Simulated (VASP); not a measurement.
# Li2O (Fm-3m) in VASP: settings compared, part 2 of 2

VASP 6.6.1. The steps go on from the part before.

## Step 3: Single point, revPBE

INCAR

```
ALGO = Normal
EDIFF = 1E-6
ENCUT = 750
GGA = RE
GGA_COMPAT = False
ISIF = 2
ISMEAR = 0
LASPH = True
LCHARG = True
LELF = True
LREAL = False
LVHAR = True
LWAVE = False
NBANDS = 13
NELM = 120
PREC = Accurate
SIGMA = 0.1
```

KPOINTS

```
k-points
0
Gamma
  6 6 6
```

POSCAR

```
Li2O
1.0
    0.0000000000      2.3268543819      2.3268543819
    2.3268543819      0.0000000000      2.3268543819
    2.3268543819      2.3268543819      0.0000000000
Li O
2 1
Direct
    0.7500000000      0.7500000000      0.7500000000
    0.2500000000      0.2500000000      0.2500000000
    0.0000000000      0.0000000000      0.0000000000
```

Potentials or basis: VASP PAW PBE potentials, release 64 (Li_sv, O).

Launch:

```
$ cat potpaw_PBE.64/Li_sv/POTCAR potpaw_PBE.64/O/POTCAR > POTCAR
$ mpirun -np 1 vasp_std > vasp.out
```

OUTCAR:

```text
EDIFF = 1E-6
   ENCUT = 750
   GGA = RE
   ISIF = 2
   ISMEAR = 0
   LASPH = True
   LREAL = False
   NELM = 120
   PREC = Accurate

 ion  position               nearest neighbor table
   1  0.750  0.750  0.750-   3 2.02   3 2.02   3 2.02   3 2.02   2 2.33   2 2.33   2 2.33   2 2.33
                             2 2.33   2 2.33
   2  0.250  0.250  0.250-   3 2.02   3 2.02   3 2.02   3 2.02   1 2.33   1 2.33   1 2.33   1 2.33
                             1 2.33   1 2.33
   3  0.000  0.000  0.000-   1 2.02   1 2.02   1 2.02   1 2.02   2 2.02   2 2.02   2 2.02   2 2.02

  LATTYP: Found a face centered cubic cell.
 ALAT       =     4.6537087638

  Lattice vectors:

 A1 = (   0.0000000000,   2.3268543819,   2.3268543819)
 A2 = (   2.3268543819,   0.0000000000,   2.3268543819)
 A3 = (   2.3268543819,   2.3268543819,   0.0000000000)

Analysis of symmetry for initial positions (statically):
=====================================================================
 Subroutine PRICEL returns:
 Original cell was already a primitive cell.

 Routine SETGRP: Setting up the symmetry group for a
 face centered cubic supercell.

 Subroutine GETGRP returns: Found 48 space group operations
 (whereof 48 operations were pure point group operations)
 out of a pool of 48 trial point group operations.

The static configuration has the point symmetry O_h .

Analysis of symmetry for dynamics (positions and initial velocities):
=====================================================================
 Subroutine PRICEL returns:
 Original cell was already a primitive cell.

 Routine SETGRP: Setting up the symmetry group for a
 face centered cubic supercell.

 Subroutine GETGRP returns: Found 48 space group operations
 (whereof 48 operations were pure point group operations)
 out of a pool of 48 trial point group operations.

The dynamic configuration has the point symmetry O_h .

 Subroutine INISYM returns: Found 48 space group operations
 (whereof 48 operations are pure point group operations),
 and found     1 'primitive' translations

----------------------------------------------------------------------------------------

                                     Primitive cell

  volume of cell :      25.1963

  direct lattice vectors                    reciprocal lattice vectors
     0.000000000  2.326854382  2.326854382    -0.214882377  0.214882377  0.214882377
     2.326854382  0.000000000  2.326854382     0.214882377 -0.214882377  0.214882377
     2.326854382  2.326854382  0.000000000     0.214882377  0.214882377 -0.214882377

  length of vectors
     3.290669025  3.290669025  3.290669025     0.372187194  0.372187194  0.372187194

  position of ions in fractional coordinates (direct lattice)
     0.750000000  0.750000000  0.750000000
     0.250000000  0.250000000  0.250000000
     0.000000000  0.000000000  0.000000000

  ion indices of the primitive-cell ions
   primitive index   ion index
                 1           1
                 2           2
                 3           3

----------------------------------------------------------------------------------------

[... 42 lines left out ...]
   k-points           NKPTS =     16   k-points in BZ     NKDIM =     16   number of bands    NBANDS=     13
   number of dos      NEDOS =    301   number of ions     NIONS =      3
   total plane-waves  NPLWV =  27000
   dimension x,y,z NGX =    30 NGY =   30 NGZ =   30
   dimension x,y,z NGXF=    60 NGYF=   60 NGZF=   60
   ions per type =               2   1
   NGX,Y,Z   is equivalent  to a cutoff of  15.16, 15.16, 15.16 a.u.
   NGXF,Y,Z  is equivalent  to a cutoff of  30.31, 30.31, 30.31 a.u.
 SYSTEM =  unknown system
   PREC   = accura    normal or accurate (medium, high low for compatibility)
   ISTART =      0    job   : 0-new  1-cont  2-samecut
   ICHARG =      2    charge: 1-file 2-atom 10-const
   ISPIN  =      1    spin polarized calculation?
   LNONCOLLINEAR =      F non collinear calculations
   LSORBIT =      F    spin-orbit coupling
   LASPH  =      T    aspherical Exc in radial PAW
   ENCUT  =  750.0 eV  55.12 Ry    7.42 a.u.   7.35  7.35  7.35*2*pi/ulx,y,z
   NELM   =    120;   NELMIN=  2; NELMDL= -5     # of ELM steps
   EDIFF  = 0.1E-05   stopping-criterion for ELM
   LREAL  =      F    real-space projection
   EDIFFG = 0.1E-04   stopping-criterion for IOM
   NSW    =      0    number of steps for IOM
   IBRION =     -1    ionic relax: 0-MD 1-quasi-New 2-CG
   NFREE  =      0    steps in history (QN), initial steepest desc. (CG)
   ISIF   =      2    stress and relaxation
   ISYM   =      2    0-nonsym 1-usesym 2-fastsym
   POTIM  = 0.5000    time-step for ionic-motion
   TEBEG  =    0.0;   TEEND  =   0.0 temperature during run
   PSTRESS=    0.0 pullay stress
   NELECT =      12.0000    total number of electrons
   NUPDOWN=      -1.0000    fix difference up-down
   EMIN   =  10.00;   EMAX   =-10.00  energy-range for DOS
   EFERMI =   0.00;   METHOD = LEGACY
   ISMEAR =     0;   SIGMA  =   0.10  broadening in eV -4-tet -1-fermi 0-gaus
   EFERMI_NEDOS =   21; number of points for ismear=-14 and -15
   IALGO  =     38    algorithm
   IMIX   =      4    mixing-type and parameters
     AMIX     =   0.40;   BMIX     =  1.00
     AMIX_MAG =   1.60;   BMIX_MAG =  1.00
  volume/ion in A,a.u.               =       8.40        56.68
  Fermi-wavevector in a.u.,A,eV,Ry     =   1.278467  2.415951 22.238406  1.634477
  Thomas-Fermi vector in A             =   2.411008
   LORBIT       =      0    0 simple, 1 ext, 2 COOP (PROOUT), +10 PAW based schemes
   GGA     = RE    functional components
   LHFCALC =     F    Hartree Fock is set to
   AEXX    =    0.0000 exact exchange contribution
   IVDW    =     0    specifies the selected vdW correction
   LEPSILON=     F    determine dielectric tensor
   LRPA    =     F    only Hartree local field effects (RPA)
 non-spin polarized calculation
 Gauss-broadening in eV      SIGMA  =   0.10
  energy-cutoff  :      750.00
  volume of cell :       25.20
 maximum number of plane-waves:      1211
 NGX is ok and might be reduce to    30
   NGX = 15   NGY = 15   NGZ = 15

 number of electron      11.9999997 magnetization

 Free energy of the ion-electron system (eV)
  ---------------------------------------------------
  ext. energy  EPLUGINS =         0.00000000
  ---------------------------------------------------
  free energy    TOTEN  =       -13.68315577 eV

  energy without entropy =      -13.68315577  energy(sigma->0) =      -13.68315577

 E-fermi :   1.8483     XC(G=0):  -9.4329

 val. band max:        1.3614004067   @ k =   0.0000   0.0000   0.0000
 cond. band min:       6.4024457961   @ k =   0.5000   0.5000   0.0000
 fundamental gap:      5.0410453894
 Fermi energy:         1.8483085849

 k-point     1 :       0.0000    0.0000    0.0000
  band No.  band energies     occupation
      1     -41.8699      2.00000
      2     -41.5727      2.00000
      3     -14.1264      2.00000
      4       1.3614      2.00000
      5       1.3614      2.00000
      6       1.3614      2.00000
      7       6.5357      0.00000
      8      13.3645      0.00000
      9      13.3645      0.00000
     10      13.3645      0.00000
     11      20.2996      0.00000
     12      20.2996      0.00000
     13      20.2996      0.00000
[... 226 lines left out ...]
  band No.  band energies     occupation
      1     -41.7299      2.00000
      2     -41.6814      2.00000
      3     -13.8450      2.00000
      4      -0.2833      2.00000
      5      -0.1510      2.00000
      6      -0.0247      2.00000
      7       7.8189      0.00000
      8      12.6748      0.00000
      9      15.0923      0.00000
     10      15.6162      0.00000
     11      18.0831      0.00000
     12      21.2775      0.00000
     13      23.1480      0.00000

------------------------ aborting loop because EDIFF is reached ----------------------------------------

  FORCE on cell =-STRESS in cart. coord.  units (eV):
  Direction    XX          YY          ZZ          XY          YZ          ZX
  --------------------------------------------------------------------------------------
  -------------------------------------------------------------------------------------
  Total        0.1851208      0.1851208      0.1851208     -0.0000000     -0.0000000      0.0000000
  in kB       11.7714026     11.7714026     11.7714026     -0.0000000     -0.0000000      0.0000000
  external PRESSURE =      11.7714026 kB  Pullay stress =       0.0000000 kB

 VOLUME and BASIS-vectors are now :
 -----------------------------------------------------------------------------
  energy-cutoff  :      750.00
  volume of cell :       25.20
      direct lattice vectors                 reciprocal lattice vectors
     0.000000000  2.326854382  2.326854382    -0.214882377  0.214882377  0.214882377
     2.326854382  0.000000000  2.326854382     0.214882377 -0.214882377  0.214882377
     2.326854382  2.326854382  0.000000000     0.214882377  0.214882377 -0.214882377

 POSITION                                       TOTAL-FORCE (eV/Angst)
 -----------------------------------------------------------------------------------
      3.49028      3.49028      3.49028        -0.000000     -0.000000     -0.000000
      1.16343      1.16343      1.16343         0.000000      0.000000      0.000000
      0.00000      0.00000      0.00000         0.000000     -0.000000      0.000000
 -----------------------------------------------------------------------------------
    total drift:                                0.000000     -0.000000      0.000000

  FREE ENERGIE OF THE ION-ELECTRON SYSTEM (eV)
  ---------------------------------------------------
  free  energy   TOTEN  =       -13.6831557672 eV

  energy  without entropy=      -13.6831557672  energy(sigma->0) =      -13.68315577
```

OSZICAR:

```text
N       E                     dE             d eps       ncg     rms          rms(c)
DAV:   1     0.619538359206E+02    0.61954E+02   -0.67417E+03   416   0.125E+03
DAV:   2    -0.905145355181E+01   -0.71005E+02   -0.66132E+02   489   0.273E+02
DAV:   3    -0.153146020902E+02   -0.62631E+01   -0.62047E+01   746   0.593E+01
DAV:   4    -0.154644016505E+02   -0.14980E+00   -0.14978E+00   500   0.885E+00
DAV:   5    -0.154652103901E+02   -0.80874E-03   -0.80873E-03   590   0.624E-01    0.753E+00
DAV:   6    -0.136980681385E+02    0.17671E+01   -0.84993E+00   456   0.153E+01    0.286E+00
DAV:   7    -0.136747768796E+02    0.23291E-01   -0.18417E-01   516   0.303E+00    0.154E+00
DAV:   8    -0.136848802346E+02   -0.10103E-01   -0.81852E-02   495   0.284E+00    0.473E-01
DAV:   9    -0.136825115623E+02    0.23687E-02   -0.62525E-03   519   0.644E-01    0.157E-01
DAV:  10    -0.136831850015E+02   -0.67344E-03   -0.17576E-03   481   0.311E-01    0.712E-02
DAV:  11    -0.136831513630E+02    0.33638E-04   -0.80321E-05   581   0.913E-02    0.153E-02
DAV:  12    -0.136831555178E+02   -0.41547E-05   -0.13035E-05   518   0.288E-02    0.385E-03
DAV:  13    -0.136831557672E+02   -0.24948E-06   -0.12166E-06   491   0.103E-02
   1 F= -.13683156E+02 E0= -.13683156E+02  d E =-.396154E-13
```

Wall time 12 s (1 thread of Intel Xeon Platinum 8259CL at 2.50GHz (Skylake/Cascade Lake), shared host); peak memory 0.16 GiB.

Results:

- Free energy: -13.6832 eV
- Pressure: 1.2 GPa
- Band gap on the k mesh: 5.04 eV, indirect (least direct gap 5.17 eV)

Levels at points of the mesh, in eV from the valence-band top:
| k point | band 4 | band 5 | band 6 | band 7 | band 8 | band 9 |
| --- | --- | --- | --- | --- | --- | --- |
| (0.00, 0.00, 0.00) | 0.00 | 0.00 | 0.00 | 5.17 | 12.00 | 12.00 |
| (0.50, 0.00, 0.00) | -2.69 | -0.43 | -0.43 | 9.15 | 9.71 | 12.10 |
| (0.50, 0.50, 0.00) | -1.58 | -1.32 | -1.32 | 5.04 | 13.50 | 13.50 |

Caveat: the PAW data sets were made with another functional, which shifts forces and pressure a little.

## Step 4: Single point, PBE

This run uses another cell than the first one, of 8.25 Å³/atom, 0.982 times its volume.

INCAR

```
  PREC = Accurate
  ENCUT = 750
  EDIFF = 1E-6
  ISMEAR = 0
  SIGMA = 0.1
  LREAL = F
  LASPH = T
  NELM = 120
  ALGO = Normal
  ISIF = 2
  LWAVE = F
  LCHARG = F
  GGA = PE
  NBANDS = 13
  GGA_COMPAT = F
```

KPOINTS

```
regular mesh
0
Gamma
  6 6 6
```

POSCAR

```
Li2O
1.0
    0.0000000000      2.3131163160      2.3131163160
    2.3131163160      0.0000000000      2.3131163160
    2.3131163160      2.3131163160      0.0000000000
Li O
2 1
Direct
    0.7500000000      0.7500000000      0.7500000000
    0.2500000000      0.2500000000      0.2500000000
    0.0000000000      0.0000000000      0.0000000000
```

Launch:

```
$ cat potpaw_PBE.64/Li_sv/POTCAR potpaw_PBE.64/O/POTCAR > POTCAR
$ mpirun -np 1 vasp_std > vasp.out
```

It took 12 s on 1 thread of Intel Xeon Platinum 8259CL at 2.50GHz (Skylake/Cascade Lake), shared host; peak memory 0.15 GiB.

It converged, with:

```yaml
Free_energy: -14.3560 eV
Pressure: -0.3 GPa
Band_gap_on_the_k_mesh: 4.97 eV, indirect (least direct gap 5.23 eV)
```

Levels at points of the mesh, in eV from the valence-band top:
```
           k point  band 2  band 3  band 4  band 5  band 6  band 7  band 8  band 9  band 10  band 11
(0.00, 0.00, 0.00)  -42.67  -15.44    0.00    0.00    0.00    5.23   11.91   11.91    11.91    18.96
(0.50, 0.00, 0.00)  -42.82  -15.22   -2.76   -0.44   -0.44    9.18    9.77   12.04    12.04    17.79
(0.50, 0.50, 0.00)  -42.76  -15.17   -1.60   -1.37   -1.37    4.97   13.50   13.50    14.66    15.69
```
